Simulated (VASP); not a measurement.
# GaP: single point with PBEsol

The system is GaP.

```xyz
4
Lattice="1.9430 1.1218 6.4308 -1.9430 1.1218 6.4308 0.0000 -2.2436 6.4308" Properties=species:S:1:pos:R:3 pbc="T T T"
Ga    0.0000    0.0000   10.8930
Ga    0.0000    0.0000    8.3994
P     0.0000    0.0000   18.1853
P     0.0000    0.0000    1.1072
```

| Property | Result |
| --- | --- |
| Program | VASP 6.6.1 |
| Task | single point |
| Functional | PBEsol |
| Potentials or basis | VASP PAW PBE potentials, release 64 (Ga_d, P) |
| Cutoff | 520 eV |
| k mesh | 8 × 8 × 8 |
| Occupations | fermi-dirac, width 0.05 eV |
| Spin | no spin polarisation |

The pressure is -2.9 GPa. The largest force is 0.086 eV/Å. The band gap on the k mesh is 0.74 eV (least direct gap 1.03 eV).

Forces on the atoms (eV/Å):
```
Ga   0.000  0.000 -0.046
Ga   0.000  0.000  0.046
P    0.000  0.000 -0.086
P    0.000  0.000  0.086
```

Stress tensor (GPa, compression positive):
```
-2.97  0.00  0.00
 0.00 -2.97  0.00
 0.00  0.00 -2.62
```

Levels at points of the mesh, in eV from the valence-band top:
```csv
k point,band 16,band 17,band 18,band 19,band 20,band 21
"(0.00, 0.00, 0.00)",-0.26,0.00,0.00,1.03,1.45,2.70
"(0.50, 0.00, 0.00)",-2.85,-2.70,-1.75,1.53,2.62,3.57
"(0.50, 0.50, 0.00)",-3.11,-1.22,-0.51,0.74,1.38,1.45
"(0.50, 0.50, 0.50)",-1.71,-0.25,-0.25,1.03,2.30,3.80
```

It took 6.2 min on 1 thread of Intel(R) Xeon(R) Platinum 8488C (Sapphire Rapids) (shared host), peak memory 0.45 GiB.

Caveat: the PAW data sets were made with another functional, which shifts forces and pressure a little. A k mesh can miss the band edges.
